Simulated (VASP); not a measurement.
# CsB2 (P1) in VASP: single point with PBE

Aim: the single point of CsB2 with PBE.

All numbers are computed with VASP 6.6.1; they aren't measurements. Logs are shortened: lines on timing, memory, paths and dates and some standing lists are left out, and cuts for length are marked.

**1. The cell of the first run**

The typed cell holds 6 atoms: a = 3.301 Å, b = 6.307 Å, c = 6.333 Å, α = 71.08°, β = 94.40°, γ = 84.56°.

**2. Single point, PBE**

INCAR

```
SYSTEM = CsB2
ALGO     = Normal         ! electronic algorithm
EDIFF    = 1E-6           ! SCF threshold, eV
ENCUT    = 520            ! plane-wave cutoff, eV
GGA      = PE             ! functional
ISIF     = 2              ! what is computed and relaxed
ISMEAR   = 0              ! smearing method
LASPH    = .TRUE.         ! aspherical terms in the spheres
LCHARG   = .TRUE.         ! write CHGCAR
LELF     = .TRUE.         ! ELF
LREAL    = .FALSE.        ! projectors in reciprocal space
LVHAR    = .TRUE.       
LWAVE    = .FALSE.        ! write WAVECAR
NBANDS   = 24             ! bands
NELM     = 100            ! most SCF steps
PREC     = Accurate       ! precision mode
SIGMA    = 0.1            ! smearing width, eV
```

KPOINTS

```
k-points
0
G
  6 4 4
  0 0 0
```

POSCAR

```
CsB2
1.0
   -3.2863477390     -0.2657196810     -0.1643451799
   -0.5767474639     -3.5129516848      5.2066959207
   -0.0736604307      3.8160179308      5.0538497756
Cs B
2 4
Direct
   -0.0143233071      0.2311227486      0.8981085514
    0.5219622957      0.6019818555      0.2685921123
    0.3368588686      0.0327689824      0.4779890429
    0.1593362191      0.8006704077      0.6886992255
    0.6591211179      0.8096749842      0.6960400030
    0.8370448059      0.0237810218      0.4705710648
```

Potentials or basis: VASP PAW PBE potentials, release 64 (Cs_sv, B).

Command:

```sh
$ cat potpaw_PBE.64/Cs_sv/POTCAR potpaw_PBE.64/B/POTCAR > POTCAR
$ mpirun -np 1 vasp_std > vasp.out
```

OUTCAR:

```text
SYSTEM = CsB2
   EDIFF = 1E-6
   ENCUT = 520
   GGA = PE
   ISIF = 2
   ISMEAR = 0
   LASPH = .TRUE.
   LREAL = .FALSE.
   NELM = 100
   PREC = Accurate

 ion  position               nearest neighbor table
   1  0.986  0.231  0.898-
   2  0.522  0.602  0.269-
   3  0.337  0.033  0.478-   6 1.65   6 1.65   5 1.80   4 1.81
   4  0.159  0.801  0.689-   5 1.65   5 1.65   6 1.80   3 1.81
   5  0.659  0.810  0.696-   4 1.65   4 1.65   6 1.80   3 1.80
   6  0.837  0.024  0.471-   3 1.65   3 1.65   5 1.80   4 1.80

  LATTYP: Found a triclinic cell.
 ALAT       =     3.3011661195
 B/A-ratio  =     2.6317966759
 C/A-ratio  =     2.5710896678
 COS(alpha) =     0.0019154514
 COS(beta)  =     0.5165555614
 COS(gamma) =     0.6911392993

  Lattice vectors:

 A1 = (  -3.2863477390,  -0.2657196810,  -0.1643451799)
 A2 = (  -5.9959480141,   2.9815123228,  -5.5353862805)
 A3 = (  -3.7894347722,  -7.5946892966,  -0.0114990348)

Analysis of symmetry for initial positions (statically):
=====================================================================
 Subroutine PRICEL returns:
 Original cell was already a primitive cell.

 Routine SETGRP: Setting up the symmetry group for a
 triclinic supercell.

 Subroutine GETGRP returns: Found  1 space group operations
 (whereof  1 operations were pure point group operations)
 out of a pool of  2 trial point group operations.

The static configuration has the point symmetry C_1 .

Analysis of symmetry for dynamics (positions and initial velocities):
=====================================================================
 Subroutine PRICEL returns:
 Original cell was already a primitive cell.

 Routine SETGRP: Setting up the symmetry group for a
 triclinic supercell.

 Subroutine GETGRP returns: Found  1 space group operations
 (whereof  1 operations were pure point group operations)
 out of a pool of  2 trial point group operations.

The dynamic configuration has the point symmetry C_1 .

 Subroutine INISYM returns: Found  1 space group operations
 (whereof  1 operations are pure point group operations),
 and found     1 'primitive' translations

----------------------------------------------------------------------------------------

                                     Primitive cell

  volume of cell :     123.3731

  direct lattice vectors                    reciprocal lattice vectors
    -3.286347739 -0.265719681 -0.164345180    -0.304951091  0.020517168 -0.019936626
    -0.576747464 -3.512951685  5.206695921     0.005801613 -0.134719866  0.101807690
    -0.073660431  3.816017931  5.053849776    -0.015893720  0.139461461  0.092333933

  length of vectors
     3.301166120  6.307388492  6.333152158     0.306290044  0.168961258  0.168010906

  position of ions in fractional coordinates (direct lattice)
     0.985676693  0.231122749  0.898108551
     0.521962296  0.601981856  0.268592112
     0.336858869  0.032768982  0.477989043
     0.159336219  0.800670408  0.688699226
     0.659121118  0.809674984  0.696040003
     0.837044806  0.023781022  0.470571065

  ion indices of the primitive-cell ions
   primitive index   ion index
                 1           1
                 2           2
                 3           3
                 4           4
                 5           5
                 6           6

----------------------------------------------------------------------------------------

 KPOINTS: k-points

Automatic generation of k-mesh.
 Grid dimensions read from file:
 generate k-points for:    6    4    4

 Generating k-lattice:

  Cartesian coordinates                     Fractional coordinates (reciprocal lattice)
    -0.050825182  0.003419528 -0.003322771     0.166666667 -0.000000000  0.000000000
     0.001450403 -0.033679966  0.025451923     0.000000000  0.250000000 -0.000000000
    -0.003973430  0.034865365  0.023083483     0.000000000  0.000000000  0.250000000

  Length of vectors
     0.051048341  0.042240315  0.042002727

  Shift w.r.t. Gamma in fractional coordinates (k-lattice)
     0.000000000  0.000000000  0.000000000

 Subroutine IBZKPT returns following result:
 ===========================================

 Found     52 irreducible k-points:

 Following reciprocal coordinates:
            Coordinates               Weight
  0.000000  0.000000  0.000000      1.000000
  0.166667  0.000000  0.000000      2.000000
  0.333333  0.000000  0.000000      2.000000
  0.500000  0.000000  0.000000      1.000000
  0.000000  0.250000 -0.000000      2.000000
  0.166667  0.250000 -0.000000      2.000000
[... 16 lines left out ...]
  0.333333  0.250000  0.250000      2.000000
  0.500000  0.250000  0.250000      2.000000
 [... further k-points ...]
   k-points           NKPTS =     52   k-points in BZ     NKDIM =     52   number of bands    NBANDS=     24
   number of dos      NEDOS =    301   number of ions     NIONS =      6
   total plane-waves  NPLWV =  64512
   dimension x,y,z NGX =    28 NGY =   48 NGZ =   48
   dimension x,y,z NGXF=    56 NGYF=   96 NGZF=   96
   ions per type =               2   4
   NGX,Y,Z   is equivalent  to a cutoff of  14.10, 12.65, 12.60 a.u.
   NGXF,Y,Z  is equivalent  to a cutoff of  28.20, 25.30, 25.20 a.u.
 SYSTEM =  CsB2
   PREC   = accura    normal or accurate (medium, high low for compatibility)
   ISTART =      0    job   : 0-new  1-cont  2-samecut
   ICHARG =      2    charge: 1-file 2-atom 10-const
   ISPIN  =      1    spin polarized calculation?
   LNONCOLLINEAR =      F non collinear calculations
   LSORBIT =      F    spin-orbit coupling
   LASPH  =      T    aspherical Exc in radial PAW
   ENCUT  =  520.0 eV  38.22 Ry    6.18 a.u.   6.14 11.73 11.78*2*pi/ulx,y,z
   NELM   =    100;   NELMIN=  2; NELMDL= -5     # of ELM steps
   EDIFF  = 0.1E-05   stopping-criterion for ELM
   LREAL  =      F    real-space projection
   EDIFFG = 0.1E-04   stopping-criterion for IOM
   NSW    =      0    number of steps for IOM
   IBRION =     -1    ionic relax: 0-MD 1-quasi-New 2-CG
   NFREE  =      0    steps in history (QN), initial steepest desc. (CG)
   ISIF   =      2    stress and relaxation
   ISYM   =      2    0-nonsym 1-usesym 2-fastsym
   POTIM  = 0.5000    time-step for ionic-motion
   TEBEG  =    0.0;   TEEND  =   0.0 temperature during run
   PSTRESS=    0.0 pullay stress
   NELECT =      30.0000    total number of electrons
   NUPDOWN=      -1.0000    fix difference up-down
   EMIN   =  10.00;   EMAX   =-10.00  energy-range for DOS
   EFERMI =   0.00;   METHOD = LEGACY
   ISMEAR =     0;   SIGMA  =   0.10  broadening in eV -4-tet -1-fermi 0-gaus
   EFERMI_NEDOS =   21; number of points for ismear=-14 and -15
   IALGO  =     38    algorithm
   IMIX   =      4    mixing-type and parameters
     AMIX     =   0.40;   BMIX     =  1.00
     AMIX_MAG =   1.60;   BMIX_MAG =  1.00
  volume/ion in A,a.u.               =      20.56       138.76
  Fermi-wavevector in a.u.,A,eV,Ry     =   1.021822  1.930963 14.206104  1.044119
  Thomas-Fermi vector in A             =   2.155467
   LORBIT       =      0    0 simple, 1 ext, 2 COOP (PROOUT), +10 PAW based schemes
   GGA     = PE    functional components
   LHFCALC =     F    Hartree Fock is set to
   AEXX    =    0.0000 exact exchange contribution
   IVDW    =     0    specifies the selected vdW correction
   LEPSILON=     F    determine dielectric tensor
   LRPA    =     F    only Hartree local field effects (RPA)
 non-spin polarized calculation
 Gauss-broadening in eV      SIGMA  =   0.10
  energy-cutoff  :      520.00
  volume of cell :      123.37
 maximum number of plane-waves:      3348
 NGX is ok and might be reduce to    28
   NGX = 13   NGY = 23   NGZ = 23

 number of electron      29.9999999 magnetization

 Free energy of the ion-electron system (eV)
  ---------------------------------------------------
  ext. energy  EPLUGINS =         0.00000000
  ---------------------------------------------------
  free energy    TOTEN  =       -27.31423586 eV

  energy without entropy =      -27.30412458  energy(sigma->0) =      -27.30918022

 E-fermi :   4.0552     XC(G=0):  -9.1182

 val. band max:        4.0548257221   @ k =   0.3333   0.5000   0.2500
 cond. band min:       4.0651540849   @ k =  -0.3333   0.2500   0.5000
 fundamental gap:      0.0103283628
 Fermi energy:         4.0552068016

 k-point     1 :       0.0000    0.0000    0.0000
  band No.  band energies     occupation
      1     -19.8203      2.00000
      2     -19.6398      2.00000
      3      -9.4221      2.00000
      4      -7.0178      2.00000
      5      -6.7843      2.00000
      6      -6.3801      2.00000
[... 16 lines left out ...]
     23       9.5707      0.00000
     24      10.0503      0.00000

 k-point     2 :       0.1667    0.0000    0.0000
  band No.  band energies     occupation
      1     -19.6761      2.00000
      2     -19.5138      2.00000
      3      -9.1582      2.00000
      4      -6.8370      2.00000
      5      -6.6264      2.00000
      6      -6.2509      2.00000
[... 16 lines left out ...]
     23       8.3949      0.00000
     24       8.9534      0.00000

 k-point     3 :       0.3333    0.0000    0.0000
  band No.  band energies     occupation
      1     -19.3528      2.00000
      2     -19.2500      2.00000
      3      -8.4030      2.00000
      4      -7.5138      2.00000
      5      -7.3737      2.00000
      6      -6.4075      2.00000
[... 16 lines left out ...]
     23       8.8226      0.00000
     24       9.0668      0.00000
[... 514 lines left out ...]
 k-point    23 :       0.3333    0.2500    0.2500
  band No.  band energies     occupation
      1     -19.3406      2.00000
      2     -19.2614      2.00000
      3      -8.4435      2.00000
      4      -7.4928      2.00000
      5      -7.4146      2.00000
      6      -6.4613      2.00000
[... 16 lines left out ...]
     23       8.3361      0.00000
     24       9.1667      0.00000

 k-point    24 :       0.5000    0.2500    0.2500
  band No.  band energies     occupation
      1     -19.1474      2.00000
      2     -19.1329      2.00000
      3      -8.2185      2.00000
      4      -8.1921      2.00000
      5      -7.1244      2.00000
      6      -7.0916      2.00000
[... 16 lines left out ...]
     23       9.0294      0.00000
     24       9.0941      0.00000

 [... further k-points ...]
[... 5 lines left out ...]
  --------------------------------------------------------------------------------------
  -------------------------------------------------------------------------------------
  Total        0.0840203      0.0920932      0.0659938      0.0697927      0.0031457     -0.0001399
  in kB        1.0911242      1.1959617      0.8570237      0.9063580      0.0408508     -0.0018173
  external PRESSURE =       1.0480366 kB  Pullay stress =       0.0000000 kB

 VOLUME and BASIS-vectors are now :
 -----------------------------------------------------------------------------
  energy-cutoff  :      520.00
  volume of cell :      123.37
      direct lattice vectors                 reciprocal lattice vectors
    -3.286347739 -0.265719681 -0.164345180    -0.304951091  0.020517168 -0.019936626
    -0.576747464 -3.512951685  5.206695921     0.005801613 -0.134719866  0.101807690
    -0.073660431  3.816017931  5.053849776    -0.015893720  0.139461461  0.092333933

 POSITION                                       TOTAL-FORCE (eV/Angst)
 -----------------------------------------------------------------------------------
     -3.43873      2.35336      5.58030         0.000649      0.001675      0.011238
     -2.08233     -1.22848      4.40598         0.002494     -0.001184     -0.008552
     -1.16114      1.61939      2.53094        -0.001291      0.007784      0.001726
     -1.03615     -0.22697      7.62324        -0.000529     -0.009134     -0.003248
     -2.68435     -0.36339      7.62509        -0.007728     -0.000152      0.005108
     -2.79920      1.48975      2.36445         0.006404      0.001011     -0.006273
 -----------------------------------------------------------------------------------
    total drift:                               -0.000204      0.000026     -0.000030

  FREE ENERGIE OF THE ION-ELECTRON SYSTEM (eV)
  ---------------------------------------------------
  free  energy   TOTEN  =       -27.3142358574 eV

  energy  without entropy=      -27.3041245795  energy(sigma->0) =      -27.30918022
```

Run time: 3 min. Hardware: 1 thread of AMD EPYC 7R43 (Zen 3), shared host; peak memory 0.27 GiB.

Results:

- Free energy: -27.3142 eV
- Pressure: 0.1 GPa
- Largest force: 0.011 eV/Å
- Band gap on the k mesh: zero (band 15 reaches 4.26 eV, above the bottom of band 16 at 2.94 eV)

Forces on the atoms (eV/Å):
```
Cs   0.001  0.002  0.011
Cs   0.002 -0.001 -0.009
B   -0.001  0.008  0.002
B   -0.001 -0.009 -0.003
B   -0.008  0.000  0.005
B    0.006  0.001 -0.006
```

Caveat: spin-orbit coupling is left out, which moves the levels of the heavy elements.
